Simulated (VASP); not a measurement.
A run of VASP 6.6.1 is set up as follows.

The input INCAR:

```
PREC     = Accurate       # precision mode
ENCUT    = 520            # plane-wave cutoff, eV
EDIFF    = 1E-6           # SCF threshold, eV
ISMEAR   = -1             # smearing method
SIGMA    = 0.1            # smearing width, eV
LREAL    = F              # projectors in reciprocal space
LASPH    = T              # aspherical terms in the spheres
NELM     = 80             # most SCF steps
ALGO     = Normal         # electronic algorithm
ISIF     = 2              # what is computed and relaxed
LWAVE    = F              # write WAVECAR
LCHARG   = F              # write CHGCAR
GGA      = PE             # functional
NBANDS   = 8              # bands
```

KPOINTS

```
Automatic mesh
0
Gamma
  11 11 11
```

File POSCAR:

```
Sb
1.0
    3.1465987510      0.0000000000      0.0000000000
    0.0000000000      3.1465987510      0.0000000000
    0.0000000000      0.0000000000      3.1465987510
Sb
1
Direct
    0.0000000000      0.0000000000      0.0000000000
```

Potentials or basis: VASP PAW PBE potentials, release 64 (Sb).

Run with:

```console
$ cat potpaw_PBE.64/Sb/POTCAR > POTCAR
$ mpirun -np 1 vasp_std > vasp.out
```

Task: Predict the pressure.

Result: -1.5 GPa.
